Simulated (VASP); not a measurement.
A run of VASP 6.6.1 is set up as follows.

INCAR

```
PREC = Accurate
ENCUT = 520
EDIFF = 1E-7
ISMEAR = -1
SIGMA = 0.1
LREAL = False
LASPH = True
NELM = 100
ALGO = Normal
ISIF = 2
LWAVE = False
LCHARG = True
GGA = PE
LELF = True
LVHAR = True
NBANDS = 12
```

The input KPOINTS:

```
Automatic mesh
0
Gamma
  12 12 12
```

File POSCAR:

```
Cd
1.0
    0.0000000000      2.2536788592      2.2536788592
    2.2536788592      0.0000000000      2.2536788592
    2.2536788592      2.2536788592      0.0000000000
Cd
1
Direct
    0.0000000000      0.0000000000      0.0000000000
```

Potentials or basis: VASP PAW PBE potentials, release 64 (Cd).

Launch:

```bash
$ cat potpaw_PBE.64/Cd/POTCAR > POTCAR
$ mpirun -np 1 vasp_std > vasp.out
```

Task: Predict the band gap on the k mesh.

Result: Zero (band 6 reaches 4.35 eV, above the bottom of band 7 at 1.11 eV).

Task: What does it give for the pressure?

Result: 0.2 GPa.
